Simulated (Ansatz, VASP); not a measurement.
Ga2O3 in VASP and in Ansatz

```
Ga O
1.0
     6.94200    0.00000    0.00000
     0.00000    4.73200    0.00000
     0.00000    0.00000    4.85500
Ga O
8 12
Direct
  0.11724 0.75407 0.03473
  0.61724 0.74593 0.96527
  0.88276 0.75407 0.46527
  0.38276 0.74593 0.53473
  0.88276 0.24593 0.96527
  0.38276 0.25407 0.03473
  0.11724 0.24593 0.53473
  0.61724 0.25407 0.46527
  0.84730 0.60820 0.10338
  0.34730 0.89180 0.89662
  0.15270 0.60820 0.39662
  0.65270 0.89180 0.60338
  0.15270 0.39180 0.89662
  0.65270 0.10820 0.10338
  0.84730 0.39180 0.60338
  0.34730 0.10820 0.39662
  0.00000 0.05376 0.25000
  0.50000 0.44624 0.75000
  0.00000 0.94624 0.75000
  0.50000 0.55376 0.25000
```

Alike in both runs: functional PBE; k mesh 3 × 5 × 5; occupations fermi-dirac, width 0.02 eV; no spin polarisation.

Ansatz relaxed the structure, and its values are those at the end. VASP's run is a single point on that final structure, the one shown.

```csv
,VASP,Ansatz
version,VASP 6.6.1,Ansatz 0.2.0
potentials or method,"VASP PAW PBE potentials, release 64 (Ga_d, O)","plane-wave PAW, scalar-relativistic"
plane-wave cutoff (eV),520,420
valence electrons in the cell,176,176
```

```csv
,VASP,Ansatz,Ansatz less VASP
gap on the k mesh at the Fermi level (eV),4.32,4.33,+0.003
rms of the force components (eV/Å),0.023,0.007,-0.0158
```

The functional is the same, so the differences come from potentials, cutoffs and numerics. Ansatz's warnings: stress scf threshold loose.
